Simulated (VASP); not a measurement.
Set up this calculation in VASP 6.6.1, as the native input.

```
Task                   : single point
Functional             : r2SCAN
Potentials or basis    : VASP PAW PBE potentials, release 64 (B, N)
Cutoff                 : 520 eV
k mesh                 : 10 × 10 × 10
Occupations            : gaussian, width 0.05 eV
Spin                   : no spin polarisation
Dipole correction      : no
Further INCAR settings : ALGO = Normal; EDIFF = 1e-06; NBANDS = 11
```

BN:

```xyz
2
Lattice="0.0000 1.8048 1.8048 1.8048 0.0000 1.8048 1.8048 1.8048 0.0000" Properties=species:S:1:pos:R:3 pbc="T T T"
B     0.1408   -0.0309    0.0414
N     2.5664    2.7381    2.6659
```

This cell differs from its parent crystal: atom 1 moved 0.30 Å.

These files were run (other wordings do the same):

POSCAR

```
BN
1.0
    0.0000000000      1.8048137555      1.8048137555
    1.8048137555      0.0000000000      1.8048137555
    1.8048137555      1.8048137555      0.0000000000
B N
1 1
Direct
   -0.0361197502      0.0590398239      0.0189903136
    0.7861197502      0.6909601761      0.7310096864
```

INCAR.step1

```
SYSTEM = BN
PREC = Accurate
ENCUT = 520
ISMEAR = 0
SIGMA = 0.05
LREAL = .FALSE.
LASPH = .TRUE.
NELM = 100
NBANDS = 11
GGA = PE
ALGO = Normal
EDIFF = 1E-4
LWAVE = .TRUE.
LCHARG = .FALSE.
```

INCAR.step2

```
SYSTEM = BN
PREC = Accurate
ENCUT = 520
EDIFF = 1E-6
ISMEAR = 0
SIGMA = 0.05
LREAL = .FALSE.
LASPH = .TRUE.
NELM = 100
ALGO = Normal
ISIF = 2
LWAVE = .FALSE.
LCHARG = .FALSE.
METAGGA = R2SCAN
LMIXTAU = .TRUE.
NBANDS = 11
ISTART = 1
```

KPOINTS

```
Automatic mesh
0
G
  10 10 10
  0 0 0
```

Potentials or basis: VASP PAW PBE potentials, release 64 (B, N).

Launch:

```bash
$ cat potpaw_PBE.64/B/POTCAR potpaw_PBE.64/N/POTCAR > POTCAR
$ cp INCAR.step1 INCAR
$ mpirun -np 1 vasp_std > vasp.out
$ cp INCAR.step2 INCAR
$ mpirun -np 1 vasp_std > vasp.out
```

It gave:

| Property | Result |
| --- | --- |
| Pressure | 30.8 GPa |
| Largest force | 8.525 eV/Å |
| Band gap on the k mesh | 2.59 eV, indirect (least direct gap 7.21 eV) |

Caveat: the cell differs from its parent crystal (atom 1 moved 0.30 Å); the PAW data sets were made with another functional, which shifts forces and pressure a little.

Run time: 2.6 min on 1 thread of AMD EPYC 7R13 Processor (Zen 3) (shared host), peak memory 0.14 GiB.
